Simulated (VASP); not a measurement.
The system is NiMoIrPdW.

```
Ni Mo Pd Ir W
1.0
     4.14670    0.00000    0.00000
    -2.07335    3.59115    0.00000
     0.00000    0.00000    5.41629
Ni Mo Pd Ir W
1 1 1 1 1
Direct
  0.00000 0.00000 0.02221
  0.66667 0.33333 0.45996
  0.33333 0.66667 0.74601
  0.33333 0.66667 0.25641
  0.66667 0.33333 0.99985
```

Base run:

* Program: VASP 6.6.1
* Functional: revPBE
* Potentials or basis: VASP PAW PBE potentials, release 64 (Ni, Mo_sv, Pd, Ir, W_sv)
* Cutoff: 520 eV
* k mesh: 7 × 7 × 5
* Occupations: fermi-dirac, width 0.05 eV
* Spin: collinear spin, ferromagnetic start
* Starting moments: [1.0, 1.0, 0.0, 0.6, 0.0] μB

Its results: pressure 2.9 GPa; net moment 0.00 μB per cell; largest force 0.213 eV/Å.

Question: After a change of settings the same cell gave: pressure 0.2 GPa; net moment 0.00 μB per cell; largest force 0.192 eV/Å. Which change was it?
A. functional from revPBE to LDA; potentials or basis from VASP PAW PBE potentials, release 64 (Ni, Mo_sv, Pd, Ir, W_sv) to VASP PAW LDA potentials, release 64 (Ni, Mo_sv, Pd, Ir, W_sv)
B. functional from revPBE to PBE; further incar settings from ALGO = Normal; EDIFF = 1e-06; NBANDS = 40 to ALGO = Normal; EDIFF = 1e-08; NBANDS = 40
C. k mesh from 7 × 7 × 5 to 5 × 5 × 4; further incar settings from ALGO = Normal; EDIFF = 1e-06; NBANDS = 40 to ALGO = Fast; EDIFF = 1e-06; NBANDS = 40
D. functional from revPBE to RPBE

Answer: B.

Caveats: the PAW data sets were made with another functional, which shifts forces and pressure a little (at least some runs).
